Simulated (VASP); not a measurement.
# HfSiO4 (I4_1/amd) in VASP: further runs, part 2 of 2

VASP 6.6.1. Earlier steps stand in the parts before.

**4. Single point, r2SCAN (strain -3.0%)**

Input file POSCAR:

```
HfSiO4
1.0
   -3.1920984581      3.1920984581      2.8961958772
    3.1920984581     -3.1920984581      2.8961958772
    3.1920984581      3.1920984581     -2.8961958772
Hf Si O
2 2 8
Direct
    0.0000000000      0.0000000000      0.0000000000
    0.7500000000      0.2500000000      0.5000000000
    0.2500000000      0.7500000000      0.5000000000
    0.5000000000      0.5000000000      0.0000000000
    0.1331050260      0.3204517503      0.8126532758
    0.0704517503      0.7577984745      0.6873467242
    0.0704517503      0.3831050260      0.3126532758
    0.5077984745      0.3204517503      0.1873467242
    0.6795482497      0.4922015255      0.8126532758
    0.6168949740      0.9295482497      0.6873467242
    0.2422015255      0.9295482497      0.3126532758
    0.6795482497      0.8668949740      0.1873467242
```

Input file INCAR.step1:

```
SYSTEM = HfSiO4
PREC     = Accurate       ! precision mode
ENCUT    = 520            ! plane-wave cutoff, eV
ISMEAR   = 0              ! smearing method
SIGMA    = 0.01           ! smearing width, eV
LREAL    = .FALSE.        ! projectors in reciprocal space
LASPH    = .TRUE.         ! aspherical terms in the spheres
NELM     = 60             ! most SCF steps
NBANDS   = 50             ! bands
GGA      = PE             ! functional
ALGO     = Normal         ! electronic algorithm
EDIFF    = 1E-4           ! SCF threshold, eV
LWAVE    = .TRUE.         ! write WAVECAR
LCHARG   = .FALSE.        ! write CHGCAR
```

Input file INCAR.step2:

```
SYSTEM = HfSiO4
PREC     = Accurate       ! precision mode
ENCUT    = 520            ! plane-wave cutoff, eV
EDIFF    = 1E-6           ! SCF threshold, eV
ISMEAR   = 0              ! smearing method
SIGMA    = 0.01           ! smearing width, eV
LREAL    = .FALSE.        ! projectors in reciprocal space
LASPH    = .TRUE.         ! aspherical terms in the spheres
NELM     = 60             ! most SCF steps
ALGO     = Normal         ! electronic algorithm
ISIF     = 2              ! what is computed and relaxed
LWAVE    = .FALSE.        ! write WAVECAR
LCHARG   = .FALSE.        ! write CHGCAR
METAGGA  = R2SCAN         ! meta-GGA
LMIXTAU  = .TRUE.       
NBANDS   = 50             ! bands
ISTART   = 1
```

Input file KPOINTS:

```
Automatic mesh
0
G
  6 6 6
  0 0 0
```

Started as:

```console
cat potpaw_PBE.64/Hf_pv/POTCAR potpaw_PBE.64/Si/POTCAR potpaw_PBE.64/O/POTCAR > POTCAR
cp INCAR.step1 INCAR
mpirun -np 1 vasp_std > vasp.out
cp INCAR.step2 INCAR
mpirun -np 1 vasp_std > vasp.out
```

Run time: 4.8 min. Hardware: 1 thread of Intel Xeon 6975P-C (Granite Rapids), shared host; peak memory 0.34 GiB.

It converged, with:

| Item | Value |
| --- | --- |
| Free energy | -196.9102 eV |
| Pressure | 24.6 GPa |
| Largest force | 0.239 eV/Å |
| Band gap on the k mesh | 6.47 eV (least direct gap 6.91 eV) |

Forces in eV/Å, atoms in the order of the input:
```
Hf   0.000  0.000  0.000
Hf   0.000  0.000  0.000
Si   0.000  0.000  0.000
Si   0.000  0.000  0.000
O    0.000 -0.170 -0.168
O    0.170  0.000 -0.168
O   -0.170  0.000 -0.168
O    0.000  0.170 -0.168
O   -0.170  0.000  0.168
O    0.000  0.170  0.168
O    0.000 -0.170  0.168
O    0.170  0.000  0.168
```

Stress tensor (GPa, compression positive):
```
23.16  0.00  0.00
 0.00 23.16  0.00
 0.00  0.00 27.49
```

Levels at points of the mesh, in eV from the valence-band top:
```csv
k point,band 35,band 36,band 37,band 38,band 39,band 40,band 41,band 42
"(0.00, 0.00, 0.00)",-0.60,-0.57,-0.57,0.00,6.95,7.22,7.45,7.45
"(0.50, 0.00, 0.00)",-0.98,-0.95,-0.34,-0.14,6.81,6.95,7.79,8.02
"(0.50, 0.50, 0.00)",-1.06,-1.06,-0.70,-0.70,6.48,6.48,7.71,7.71
"(0.50, 0.50, 0.50)",-1.22,-1.22,-0.88,-0.88,7.52,7.52,7.98,7.98
```

Caveat: the cell differs from its parent crystal (strain -3.0%); the cell stands under pressure; the PAW data sets were made with another functional, which shifts forces and pressure a little; spin-orbit coupling is left out, which moves the levels of the heavy elements. A k mesh can miss the band edges.

**5. Single point, PBE (strain -3.0%)**

Input file INCAR:

```
SYSTEM = HfSiO4
PREC = Accurate
ENCUT = 520
EDIFF = 1E-6
ISMEAR = -1
SIGMA = 0.02
LREAL = .FALSE.
LASPH = .TRUE.
NELM = 100
ALGO = Normal
ISIF = 2
LWAVE = .FALSE.
LCHARG = .FALSE.
GGA = PE
NBANDS = 50
```

KPOINTS is that of step 4.

POSCAR is that of step 4.

Potentials or basis: VASP PAW PBE potentials, release 64 (Hf_pv, Si, O).

Started as:

```console
cat potpaw_PBE.64/Hf_pv/POTCAR potpaw_PBE.64/Si/POTCAR potpaw_PBE.64/O/POTCAR > POTCAR
mpirun -np 1 vasp_std > vasp.out
```

OUTCAR:

```text
SYSTEM = HfSiO4
   PREC = Accurate
   ENCUT = 520
   EDIFF = 1E-6
   ISMEAR = -1
   LREAL = .FALSE.
   LASPH = .TRUE.
   NELM = 100
   ISIF = 2
   GGA = PE

 ion  position               nearest neighbor table
   1  0.000  0.000  0.000-   7 2.04  10 2.04   6 2.04  11 2.04   5 2.21  12 2.21   8 2.21   9 2.21
                             4 2.90   4 2.90   3 3.51   2 3.51   3 3.51   2 3.51   3 3.51   2 3.51
   2  0.750  0.250  0.500-   5 2.04  12 2.04   9 2.04   8 2.04  10 2.21   7 2.21   6 2.21  11 2.21
                             3 2.90   3 2.90   4 3.51   4 3.51   1 3.51   1 3.51   1 3.51   4 3.51
   3  0.250  0.750  0.500-   6 1.58  11 1.58  10 1.58   7 1.58   2 2.90   2 2.90   1 3.51   1 3.51
                             1 3.51   1 3.51
   4  0.500  0.500  0.000-   8 1.58   9 1.58   5 1.58  12 1.58   1 2.90   1 2.90   2 3.51   2 3.51
                             2 3.51   2 3.51
   5  0.133  0.320  0.813-   4 1.58   2 2.04   1 2.21
   6  0.070  0.758  0.687-   3 1.58   1 2.04   2 2.21
   7  0.070  0.383  0.313-   3 1.58   1 2.04   2 2.21
   8  0.508  0.320  0.187-   4 1.58   2 2.04   1 2.21
   9  0.680  0.492  0.813-   4 1.58   2 2.04   1 2.21
[... 219 lines left out ...]
      2     -24.8518      2.00000
      3     -24.7254      2.00000
      4     -24.6994      2.00000
      5     -24.5787      2.00000
      6     -24.5787      2.00000
[... 1261 lines left out ...]
     49      13.9585      0.00000
     50      14.3278      0.00000

 [... further k-points ...]
[... 5 lines left out ...]
  --------------------------------------------------------------------------------------
  -------------------------------------------------------------------------------------
  Total       21.9493350     21.9493350     25.1929247      0.0000000      0.0000000      0.0000000
  in kB      297.9143826    297.9143826    341.9390427      0.0000000      0.0000000      0.0000000
  external PRESSURE =     312.5892693 kB  Pullay stress =       0.0000000 kB

 VOLUME and BASIS-vectors are now :
 -----------------------------------------------------------------------------
  energy-cutoff  :      520.00
  volume of cell :      118.04
      direct lattice vectors                 reciprocal lattice vectors
    -3.192098458  3.192098458  2.896195877     0.000000000  0.156636773  0.172640257
     3.192098458 -3.192098458  2.896195877     0.156636773  0.000000000  0.172640257
     3.192098458  3.192098458 -2.896195877     0.156636773  0.156636773  0.000000000

 POSITION                                       TOTAL-FORCE (eV/Angst)
 -----------------------------------------------------------------------------------
      0.00000      0.00000      0.00000        -0.000000     -0.000000      0.000000
      0.00000      3.19210      1.44810         0.000000     -0.000000      0.000000
      3.19210      0.00000      1.44810         0.000000     -0.000000      0.000000
      0.00000      0.00000      2.89620         0.000000     -0.000000      0.000000
      3.19210      1.99604     -1.04001        -0.000000     -0.383710     -0.340285
      4.38816      0.00000      0.40808         0.383710     -0.000000     -0.340285
      1.99604      0.00000      0.40808        -0.383710     -0.000000     -0.340285
     -0.00000      1.19606      1.85618         0.000000      0.383710     -0.340285
      1.99604      3.19210      1.04001        -0.383710     -0.000000      0.340285
      3.19210      1.19606      2.48811         0.000000      0.383710      0.340285
      3.19210     -1.19606      2.48811        -0.000000     -0.383710      0.340285
      1.19606     -0.00000      3.93621         0.383710     -0.000000      0.340285
 -----------------------------------------------------------------------------------
    total drift:                               -0.000000      0.000000     -0.000000

  FREE ENERGIE OF THE ION-ELECTRON SYSTEM (eV)
  ---------------------------------------------------
  free  energy   TOTEN  =      -107.4485103904 eV

  energy  without entropy=     -107.4485103904  energy(sigma->0) =     -107.44851039
```

Wall time 3.8 min (1 thread of Intel Xeon 8259CL, shared host); peak memory 0.32 GiB.

Results:

```
Free energy            : -107.4485 eV
Pressure               : 31.3 GPa
Largest force          : 0.513 eV/Å
Band gap on the k mesh : 5.87 eV (least direct gap 6.30 eV)
```

Forces in eV/Å, atoms in the order of the input:
```
Hf   0.000  0.000  0.000
Hf   0.000  0.000  0.000
Si   0.000  0.000  0.000
Si   0.000  0.000  0.000
O    0.000 -0.384 -0.340
O    0.384  0.000 -0.340
O   -0.384  0.000 -0.340
O    0.000  0.384 -0.340
O   -0.384  0.000  0.340
O    0.000  0.384  0.340
O    0.000 -0.384  0.340
O    0.384  0.000  0.340
```

Stress tensor (GPa, compression positive):
```
29.79  0.00  0.00
 0.00 29.79  0.00
 0.00  0.00 34.19
```

Caveat: the cell differs from its parent crystal (strain -3.0%); the cell stands under pressure; spin-orbit coupling is left out, which moves the levels of the heavy elements.

**6. Single point, PBE (strain -2.0%)**

Input file INCAR:

```
SYSTEM = HfSiO4
PREC = Accurate
ENCUT = 520
EDIFF = 1E-6
ISMEAR = -1
SIGMA = 0.02
LREAL = .FALSE.
LASPH = .TRUE.
NELM = 60
ALGO = Normal
ISIF = 2
LWAVE = .FALSE.
LCHARG = .TRUE.
GGA = PE
LELF = .TRUE.
LVHAR = .TRUE.
NBANDS = 50
```

KPOINTS is that of step 5.

Input file POSCAR:

```
HfSiO4
1.0
   -3.2250066896      3.2250066896      2.9260535667
    3.2250066896     -3.2250066896      2.9260535667
    3.2250066896      3.2250066896     -2.9260535667
Hf Si O
2 2 8
Direct
    0.0000000000      0.0000000000      0.0000000000
    0.7500000000      0.2500000000      0.5000000000
    0.2500000000      0.7500000000      0.5000000000
    0.5000000000      0.5000000000      0.0000000000
    0.1337816213      0.3202899270      0.8134916944
    0.0702899270      0.7567982326      0.6865083056
    0.0702899270      0.3837816213      0.3134916944
    0.5067982326      0.3202899270      0.1865083056
    0.6797100730      0.4932017674      0.8134916944
    0.6162183787      0.9297100730      0.6865083056
    0.2432017674      0.9297100730      0.3134916944
    0.6797100730      0.8662183787      0.1865083056
```

Potentials or basis: VASP PAW PBE potentials, release 64 (Hf_pv, Si, O).

Started as:

```console
cat potpaw_PBE.64/Hf_pv/POTCAR potpaw_PBE.64/Si/POTCAR potpaw_PBE.64/O/POTCAR > POTCAR
mpirun -np 1 vasp_std > vasp.out
```

Wall time 4.1 min (1 thread of Intel Xeon 8259CL, shared host); peak memory 0.33 GiB.

It converged, with:

| Property | Result |
| --- | --- |
| Free energy | -108.0416 eV |
| Pressure | 21.2 GPa |
| Largest force | 0.501 eV/Å |
| Band gap on the k mesh | 5.71 eV (least direct gap 6.12 eV) |

Forces in eV/Å, atoms in the order of the input:
```
Hf   0.000  0.000  0.000
Hf   0.000  0.000  0.000
Si   0.000  0.000  0.000
Si   0.000  0.000  0.000
O    0.000 -0.374 -0.333
O    0.374  0.000 -0.333
O   -0.374  0.000 -0.333
O    0.000  0.374 -0.333
O   -0.374  0.000  0.333
O    0.000  0.374  0.333
O    0.000 -0.374  0.333
O    0.374  0.000  0.333
```

Stress tensor (GPa, compression positive):
```
20.04  0.00  0.00
 0.00 20.04  0.00
 0.00  0.00 23.45
```

Levels at points of the mesh, in eV from the valence-band top:
```tsv
k point	band 35	band 36	band 37	band 38	band 39	band 40	band 41	band 42
(0.00, 0.00, 0.00)	-0.62	-0.57	-0.57	0.00	6.17	6.43	6.63	6.63
(0.50, 0.00, 0.00)	-0.95	-0.91	-0.31	-0.16	6.02	6.17	6.96	7.19
(0.50, 0.50, 0.00)	-1.00	-1.00	-0.66	-0.66	5.71	5.71	6.89	6.89
(0.50, 0.50, 0.50)	-1.17	-1.17	-0.87	-0.87	6.70	6.70	7.08	7.08
```

Caveat: the cell differs from its parent crystal (strain -2.0%); the cell stands under pressure; spin-orbit coupling is left out, which moves the levels of the heavy elements. A k mesh can miss the band edges.

**7. Overview**

| level | cell | smearing | gap on the mesh (eV) | pressure (GPa) | largest force (eV/Å) |
| --- | --- | --- | --- | --- | --- |
| PBE | a = 5.640 Å, angles 107.0, 107.0, 114.6°, 12 atoms, atomic positions A | fermi-dirac 0.02 eV | 5.06 | -7.7 | 0.44 |
| PBE | a = 5.695 Å, angles 107.0, 107.0, 114.6°, 12 atoms, atomic positions A | fermi-dirac 0.02 eV | 4.90 | -12.7 | 0.43 |
| r2SCAN | a = 5.363 Å, angles 107.0, 107.0, 114.6°, 12 atoms, atomic positions B | gaussian 0.01 eV | 6.47 | 24.6 | 0.24 |
| PBE | a = 5.363 Å, angles 107.0, 107.0, 114.6°, 12 atoms, atomic positions B | fermi-dirac 0.02 eV | 5.87 | 31.3 | 0.51 |
| PBE | a = 5.419 Å, angles 107.0, 107.0, 114.6°, 12 atoms, atomic positions B | fermi-dirac 0.02 eV | 5.71 | 21.2 | 0.50 |

Alike in all rows: task single point; potentials or basis VASP PAW PBE potentials, release 64 (Hf_pv, Si, O); no spin polarisation; k mesh 6 × 6 × 6; cutoff (eV) 520.

Caveats: spin-orbit coupling is left out, which moves the levels of the heavy elements; the cell stands under pressure (at least some runs); the cell stands under tension (at least some runs); the PAW data sets were made with another functional, which shifts forces and pressure a little (at least some runs).

Total energies depend on the potentials used, so only differences within one code and one set of settings carry meaning.
